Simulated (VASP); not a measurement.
# BAs (Pmmm) in VASP: a series of runs

Runs on BAs. Level: PBE0. Tasks: single point.

Everything below comes from runs of VASP 6.6.1. Logs are shortened: lines on timing, memory, paths and dates and some standing lists are left out, and cuts for length are marked.

## (1) The cell of the first run

The structure is orthorhombic, space group Pmmm (No. 47). Conventional cell: a = 2.441 Å, b = 2.507 Å, c = 4.428 Å, α = 90.00°, β = 90.00°, γ = 90.00°. Within 3.2 Å of B (site symmetry mmm) lie 4 B at 2.44 to 2.51 Å and 4 As at 2.53 Å. Within 3.2 Å of As (site symmetry mmm) lie 4 As at 2.44 to 2.51 Å and 4 B at 2.53 Å.

## (2) Single point, PBE0

Input file POSCAR:

```
BAs
1.0
    2.4406304270      0.0000000000      0.0000000000
    0.0000000000      2.5072711378      0.0000000000
    0.0000000000      0.0000000000      4.4275139968
B As
1 1
Direct
    0.0000000000      0.5000000000      0.0000000000
    0.5000000000      0.5000000000      0.5000000000
```

Input file INCAR.step1:

```
SYSTEM = BAs
ALGO     = Normal         ! electronic algorithm
EDIFF    = 1E-5           ! SCF threshold, eV
ENCUT    = 420            ! plane-wave cutoff, eV
GGA      = PE             ! functional
GGA_COMPAT= .FALSE.      
ISIF     = 2              ! what is computed and relaxed
ISMEAR   = -1             ! smearing method
LASPH    = .TRUE.         ! aspherical terms in the spheres
LCHARG   = .FALSE.        ! write CHGCAR
LREAL    = .FALSE.        ! projectors in reciprocal space
LWAVE    = .TRUE.         ! write WAVECAR
NBANDS   = 11             ! bands
NELM     = 120            ! most SCF steps
PREC     = Accurate       ! precision mode
SIGMA    = 0.05           ! smearing width, eV
```

Input file INCAR.step2:

```
SYSTEM = BAs
AEXX     = 0.25           ! exact-exchange fraction
ALGO     = Normal         ! electronic algorithm
EDIFF    = 1E-6           ! SCF threshold, eV
ENCUT    = 420            ! plane-wave cutoff, eV
GGA      = PE             ! functional
GGA_COMPAT= .FALSE.      
ISIF     = 2              ! what is computed and relaxed
ISMEAR   = -1             ! smearing method
ISTART   = 1            
LASPH    = .TRUE.         ! aspherical terms in the spheres
LCHARG   = .FALSE.        ! write CHGCAR
LHFCALC  = .TRUE.         ! exact exchange
LREAL    = .FALSE.        ! projectors in reciprocal space
LWAVE    = .FALSE.        ! write WAVECAR
NBANDS   = 11             ! bands
NELM     = 120            ! most SCF steps
PREC     = Accurate       ! precision mode
PRECFOCK = Normal       
SIGMA    = 0.05           ! smearing width, eV
```

Input file KPOINTS:

```
k-points
0
G
  6 4 3
  0 0 0
```

Potentials or basis: VASP PAW PBE potentials, release 64 (B, As).

On the command line:

```bash
> cat potpaw_PBE.64/B/POTCAR potpaw_PBE.64/As/POTCAR > POTCAR
> cp INCAR.step1 INCAR
> mpirun -np 1 vasp_std > vasp.out
> cp INCAR.step2 INCAR
> mpirun -np 1 vasp_std > vasp.out
```

OUTCAR:

```text
SYSTEM = BAs
   AEXX = 0.25
   EDIFF = 1E-6
   ENCUT = 420
   GGA = PE
   ISIF = 2
   ISMEAR = -1
   ISTART = 1
   LASPH = .TRUE.
   LHFCALC = .TRUE.
   LREAL = .FALSE.
   NELM = 120
   PREC = Accurate
   PRECFOCK = Normal

 ion  position               nearest neighbor table
   1  0.000  0.500  0.000-   2 2.53   2 2.53   2 2.53   2 2.53
   2  0.500  0.500  0.500-   1 2.53   1 2.53   1 2.53   1 2.53

  LATTYP: Found a simple orthorhombic cell.
 ALAT       =     2.4406304270
 B/A-ratio  =     1.0273047120
 C/A-ratio  =     1.8140862081

  Lattice vectors:

 A1 = (   2.4406304270,   0.0000000000,   0.0000000000)
 A2 = (   0.0000000000,   2.5072711378,   0.0000000000)
 A3 = (   0.0000000000,   0.0000000000,   4.4275139968)

Analysis of symmetry for initial positions (statically):
=====================================================================
 Subroutine PRICEL returns:
 Original cell was already a primitive cell.

 Routine SETGRP: Setting up the symmetry group for a
 simple orthorhombic supercell.

 Subroutine GETGRP returns: Found  8 space group operations
 (whereof  8 operations were pure point group operations)
 out of a pool of  8 trial point group operations.

The static configuration has the point symmetry D_2h.

Analysis of symmetry for dynamics (positions and initial velocities):
=====================================================================
 Subroutine PRICEL returns:
 Original cell was already a primitive cell.

 Routine SETGRP: Setting up the symmetry group for a
 simple orthorhombic supercell.

 Subroutine GETGRP returns: Found  8 space group operations
 (whereof  8 operations were pure point group operations)
 out of a pool of  8 trial point group operations.

The dynamic configuration has the point symmetry D_2h.

 Subroutine INISYM returns: Found  8 space group operations
 (whereof  8 operations are pure point group operations),
 and found     1 'primitive' translations

----------------------------------------------------------------------------------------

                                     Primitive cell

  volume of cell :      27.0934

  direct lattice vectors                    reciprocal lattice vectors
     2.440630427  0.000000000  0.000000000     0.409730203  0.000000000  0.000000000
     0.000000000  2.507271138  0.000000000     0.000000000  0.398839992  0.000000000
     0.000000000  0.000000000  4.427513997     0.000000000  0.000000000  0.225860381

  length of vectors
     2.440630427  2.507271138  4.427513997     0.409730203  0.398839992  0.225860381

  position of ions in fractional coordinates (direct lattice)
     0.000000000  0.500000000  0.000000000
     0.500000000  0.500000000  0.500000000

  ion indices of the primitive-cell ions
   primitive index   ion index
                 1           1
                 2           2

----------------------------------------------------------------------------------------

 KPOINTS: k-points

Automatic generation of k-mesh.
 Grid dimensions read from file:
 generate k-points for:    6    4    3

 Generating k-lattice:

  Cartesian coordinates                     Fractional coordinates (reciprocal lattice)
     0.068288367  0.000000000  0.000000000     0.166666667  0.000000000  0.000000000
     0.000000000  0.099709998  0.000000000     0.000000000  0.250000000  0.000000000
     0.000000000  0.000000000  0.075286794     0.000000000  0.000000000  0.333333333

  Length of vectors
     0.068288367  0.099709998  0.075286794

  Shift w.r.t. Gamma in fractional coordinates (k-lattice)
     0.000000000  0.000000000  0.000000000

 Subroutine IBZKPT returns following result:
 ===========================================

 Found     24 irreducible k-points:

 Following reciprocal coordinates:
            Coordinates               Weight
  0.000000  0.000000  0.000000      1.000000
  0.166667  0.000000  0.000000      2.000000
  0.333333  0.000000  0.000000      2.000000
  0.500000  0.000000  0.000000      1.000000
  0.000000  0.250000  0.000000      2.000000
  0.166667  0.250000  0.000000      4.000000
[... 16 lines left out ...]
  0.333333  0.500000  0.333333      4.000000
  0.500000  0.500000  0.333333      2.000000
   k-points           NKPTS =     24   k-points in BZ     NKDIM =     72   number of bands    NBANDS=     11
   number of dos      NEDOS =    301   number of ions     NIONS =      2
   total plane-waves  NPLWV =   8640
   dimension x,y,z NGX =    16 NGY =   18 NGZ =   30
   dimension x,y,z NGXF=    32 NGYF=   36 NGZF=   60
   ions per type =               1   1
   NGX,Y,Z   is equivalent  to a cutoff of  10.90, 11.93, 11.26 a.u.
   NGXF,Y,Z  is equivalent  to a cutoff of  21.80, 23.87, 22.53 a.u.
 SYSTEM =  BAs
   PREC   = accura    normal or accurate (medium, high low for compatibility)
   ISTART =      1    job   : 0-new  1-cont  2-samecut
   ICHARG =      0    charge: 1-file 2-atom 10-const
   ISPIN  =      1    spin polarized calculation?
   LNONCOLLINEAR =      F non collinear calculations
   LSORBIT =      F    spin-orbit coupling
   LASPH  =      T    aspherical Exc in radial PAW
   ENCUT  =  420.0 eV  30.87 Ry    5.56 a.u.   4.08  4.19  7.40*2*pi/ulx,y,z
   NELM   =    120;   NELMIN=  2; NELMDL=  0     # of ELM steps
   EDIFF  = 0.1E-05   stopping-criterion for ELM
   LREAL  =      F    real-space projection
   EDIFFG = 0.1E-04   stopping-criterion for IOM
   NSW    =      0    number of steps for IOM
   IBRION =     -1    ionic relax: 0-MD 1-quasi-New 2-CG
   NFREE  =      0    steps in history (QN), initial steepest desc. (CG)
   ISIF   =      2    stress and relaxation
   ISYM   =      3    0-nonsym 1-usesym 2-fastsym
   POTIM  = 0.5000    time-step for ionic-motion
   TEBEG  =    0.0;   TEEND  =   0.0 temperature during run
   PSTRESS=    0.0 pullay stress
   NELECT =       8.0000    total number of electrons
   NUPDOWN=      -1.0000    fix difference up-down
   EMIN   =  10.00;   EMAX   =-10.00  energy-range for DOS
   EFERMI =   0.00;   METHOD = LEGACY
   ISMEAR =    -1;   SIGMA  =   0.05  broadening in eV -4-tet -1-fermi 0-gaus
   EFERMI_NEDOS =   21; number of points for ismear=-14 and -15
   IALGO  =     38    algorithm
   IMIX   =      1    mixing-type and parameters
     AMIX     =   0.40;   BMIX     =  1.00
     AMIX_MAG =   1.60;   BMIX_MAG =  1.00
  volume/ion in A,a.u.               =      13.55        91.42
  Fermi-wavevector in a.u.,A,eV,Ry     =   1.090144  2.060073 16.169344  1.188413
  Thomas-Fermi vector in A             =   2.226362
   LORBIT       =      0    0 simple, 1 ext, 2 COOP (PROOUT), +10 PAW based schemes
   GGA     = PE    functional components
   LHFCALC =     T    Hartree Fock is set to
   PRECFOCK=normal    Normal, Fast or Accurate (Low or Medium for compatibility)
   ENCUT4O =  -1.0   cutoff for four orbital integrals eV
   NKREDX  =     1    reduce k-point grid by
   NKREDY  =     1    reduce k-point grid by
   NKREDZ  =     1    reduce k-point grid by
   AEXX    =    0.2500 exact exchange contribution
   HFSCREEN=    0.0000 screening length (either q_TF or 0.3 A-1)
   HFSCREENC=   0.0000 screening length for correlation (either q_TF or 0.3 A-1)
   ENCUTFOCK=  -1.0 apply spherical cutoff to Coloumb kernel
   IVDW    =     0    specifies the selected vdW correction
   LEPSILON=     F    determine dielectric tensor
   LRPA    =     F    only Hartree local field effects (RPA)
 non-spin polarized calculation
  energy-cutoff  :      420.00
  volume of cell :       27.09
 maximum number of plane-waves:       540
  NGX = 14; NGY = 14; NGZ = 24

 number of electron       7.9999999 magnetization

 Free energy of the ion-electron system (eV)
  ---------------------------------------------------
  ext. energy  EPLUGINS =         0.00000000
  ---------------------------------------------------
  free energy    TOTEN  =       -10.50830783 eV

  energy without entropy =      -10.50829931  energy(sigma->0) =      -10.50830357

 E-fermi :   6.0967     XC(G=0):  -8.7013

 val. band max:        5.5801740709   @ k =   0.1667   0.2500   0.3333
 cond. band min:       6.6167914201   @ k =   0.3333   0.2500   0.3333
 fundamental gap:      1.0366173492
 Fermi energy:         6.0967160450

 k-point     1 :       0.0000    0.0000    0.0000
  band No.  band energies     occupation
      1     -12.2023      2.00000
      2      -2.3907      2.00000
      3      -2.0441      2.00000
      4      12.3566      0.00000
      5      13.3355      0.00000
      6      16.1222      0.00000
      7      16.3451      0.00000
      8      17.0505      0.00000
      9      17.4438      0.00000
     10      19.8870      0.00000
     11      25.4651      0.00000

 k-point     2 :       0.1667    0.0000    0.0000
  band No.  band energies     occupation
      1     -11.4526      2.00000
      2      -1.7435      2.00000
      3      -1.2254      2.00000
      4       7.9503      0.00000
      5      13.0111      0.00000
      6      13.6346      0.00000
      7      14.9132      0.00000
      8      16.7440      0.00000
      9      18.9984      0.00000
     10      22.5820      0.00000
     11      24.5805      0.00000

 k-point     3 :       0.3333    0.0000    0.0000
  band No.  band energies     occupation
      1      -9.2179      2.00000
      2      -0.2883      2.00000
      3       1.0925      2.00000
      4       1.1946      2.00000
      5       8.6789      0.00000
      6      10.5531      0.00000
      7      14.7093      0.00000
      8      17.5815      0.00000
      9      21.0511      0.00000
     10      22.2005      0.00000
     11      26.2708      0.00000

 k-point     4 :       0.5000    0.0000    0.0000
  band No.  band energies     occupation
      1      -6.3694      2.00000
      2      -4.0703      2.00000
      3       3.5599      2.00000
      4       3.7367      2.00000
      5       4.7333      2.00000
      6       5.4087      2.00000
      7      16.0351      0.00000
      8      17.8454      0.00000
      9      23.1043      0.00000
     10      23.9046      0.00000
     11      24.7120      0.00000
[... 239 lines left out ...]
 k-point    22 :       0.1667    0.5000    0.3333
  band No.  band energies     occupation
      1      -6.4612      2.00000
      2      -2.0682      2.00000
      3      -0.9508      2.00000
      4       2.7957      2.00000
      5       8.8943      0.00000
      6      12.2624      0.00000
      7      14.2784      0.00000
      8      15.0481      0.00000
      9      15.2773      0.00000
     10      19.0202      0.00000
     11      21.6401      0.00000

 k-point    23 :       0.3333    0.5000    0.3333
  band No.  band energies     occupation
      1      -4.1586      2.00000
      2      -0.0261      2.00000
      3       1.0325      2.00000
      4       4.4471      2.00000
      5       5.1454      2.00000
      6       9.5857      0.00000
      7      10.6776      0.00000
      8      12.6882      0.00000
      9      15.1195      0.00000
     10      15.5365      0.00000
     11      19.3569      0.00000

 k-point    24 :       0.5000    0.5000    0.3333
  band No.  band energies     occupation
      1      -0.5266      2.00000
      2      -0.0986      2.00000
      3       1.7116      2.00000
      4       3.7683      2.00000
      5       5.2517      2.00000
      6       5.3884      2.00000
      7      10.4135      0.00000
      8      12.6907      0.00000
      9      13.3348      0.00000
     10      13.7602      0.00000
     11      21.7601      0.00000

------------------------ aborting loop because EDIFF is reached ----------------------------------------

  FORCE on cell =-STRESS in cart. coord.  units (eV):
  Direction    XX          YY          ZZ          XY          YZ          ZX
  --------------------------------------------------------------------------------------
  -------------------------------------------------------------------------------------
  Total       -0.1409475     -0.0320457     -0.0386283      0.0000000      0.0000000      0.0000000
  in kB       -8.3349829     -1.8950360     -2.2843003      0.0000000      0.0000000      0.0000000
  external PRESSURE =      -4.1714397 kB  Pullay stress =       0.0000000 kB

 VOLUME and BASIS-vectors are now :
 -----------------------------------------------------------------------------
  energy-cutoff  :      420.00
  volume of cell :       27.09
      direct lattice vectors                 reciprocal lattice vectors
     2.440630427  0.000000000  0.000000000     0.409730203  0.000000000  0.000000000
     0.000000000  2.507271138  0.000000000     0.000000000  0.398839992  0.000000000
     0.000000000  0.000000000  4.427513997     0.000000000  0.000000000  0.225860381

 POSITION                                       TOTAL-FORCE (eV/Angst)
 -----------------------------------------------------------------------------------
      0.00000      1.25364      0.00000         0.000000      0.000000      0.000000
      1.22032      1.25364      2.21376         0.000000      0.000000      0.000000
 -----------------------------------------------------------------------------------
    total drift:                               -0.000000      0.000000     -0.000000

  FREE ENERGIE OF THE ION-ELECTRON SYSTEM (eV)
  ---------------------------------------------------
  free  energy   TOTEN  =       -10.5083078315 eV

  energy  without entropy=      -10.5082993081  energy(sigma->0) =      -10.50830357
```

Wall time 4.5 min (1 thread of Intel Xeon 8259CL, shared host); peak memory 0.13 GiB.

Results:

```yaml
Free_energy: -10.5083 eV
Pressure: -0.4 GPa
Band_gap_on_the_k_mesh: zero (bands 4 and 5 overlap by 8.44 eV)
```

Stress tensor (GPa, compression positive):
```
-0.83  0.00  0.00
 0.00 -0.19  0.00
 0.00  0.00 -0.23
```

Caveat: the k points lie up to 0.63 Å⁻¹ apart, too coarse for converged energies and pressures of a metal; the PAW data sets were made with another functional, which shifts forces and pressure a little.

## (3) Single point, PBE0

This run uses another cell than the first one, of 16.72 Å³/atom.

Input file POSCAR:

```
BAs
1.0
    2.1275493300      0.0000000000      0.0000000000
    0.0000000000      3.1740629400      0.0000000000
    0.0000000000      0.0000000000      4.9509801800
B As
1 1
Direct
    0.0000000000      0.5000000000      0.0000000000
    0.5000000000      0.5000000000      0.5000000000
```

Input file INCAR.step1:

```
SYSTEM = BAs
PREC = Accurate
ENCUT = 420
EDIFF = 1E-5
ISMEAR = -1
SIGMA = 0.05
LREAL = .False.
LASPH = .True.
NELM = 120
ALGO = Normal
ISIF = 2
LWAVE = .True.
NBANDS = 11
GGA = PE
GGA_COMPAT = .False.
```

Input file INCAR.step2:

```
SYSTEM = BAs
PREC = Accurate
ENCUT = 420
EDIFF = 1E-6
ISMEAR = -1
SIGMA = 0.05
LREAL = .False.
LASPH = .True.
NELM = 120
ALGO = Normal
ISIF = 2
LWAVE = .False.
LCHARG = .True.
GGA = PE
LHFCALC = .True.
AEXX = 0.25
PRECFOCK = Normal
LELF = .True.
LVHAR = .True.
NBANDS = 11
ISTART = 1
GGA_COMPAT = .False.
```

Input file KPOINTS:

```
Automatic mesh
0
Gamma
  6 4 3
  0 0 0
```

Potentials or basis: VASP PAW PBE potentials, release 64 (B, As).

On the command line:

```bash
> cat potpaw_PBE.64/B/POTCAR potpaw_PBE.64/As/POTCAR > POTCAR
> cp INCAR.step1 INCAR
> mpirun -np 1 vasp_std > vasp.out
> cp INCAR.step2 INCAR
> mpirun -np 1 vasp_std > vasp.out
```

Run time: 4.7 min. Hardware: 1 thread of Intel Xeon 8259CL, shared host; peak memory 0.14 GiB.

Results (log left out):

| Quantity | Value |
| --- | --- |
| Free energy | -9.2079 eV |
| Pressure | 5.8 GPa |
| Band gap on the k mesh | zero (bands 4 and 5 overlap by 3.69 eV) |

Stress tensor (GPa, compression positive):
```
34.16  0.00  0.00
 0.00 -9.39  0.00
 0.00  0.00 -7.24
```

Levels at points of the mesh, in eV from the Fermi level:
| k point | band 2 | band 3 | band 4 | band 5 | band 6 | band 7 |
| --- | --- | --- | --- | --- | --- | --- |
| (0.00, 0.00, 0.00) | -9.68 | -8.11 | -1.71 | 3.55 | 5.68 | 6.64 |
| (0.50, 0.00, 0.00) | -8.57 | -3.07 | -1.42 | 1.82 | 1.87 | 6.88 |
| (0.00, 0.50, 0.00) | -8.19 | -8.18 | -6.97 | -2.29 | 4.05 | 7.22 |
| (0.50, 0.50, 0.00) | -6.87 | -2.10 | 0.66 | 0.84 | 2.65 | 2.80 |

Caveat: the k points lie up to 0.49 Å⁻¹ apart, too coarse for converged energies and pressures of a metal; the PAW data sets were made with another functional, which shifts forces and pressure a little; this functional lacks dispersion, which binds the layers, so the pressure and a relaxed spacing across them are unreliable.
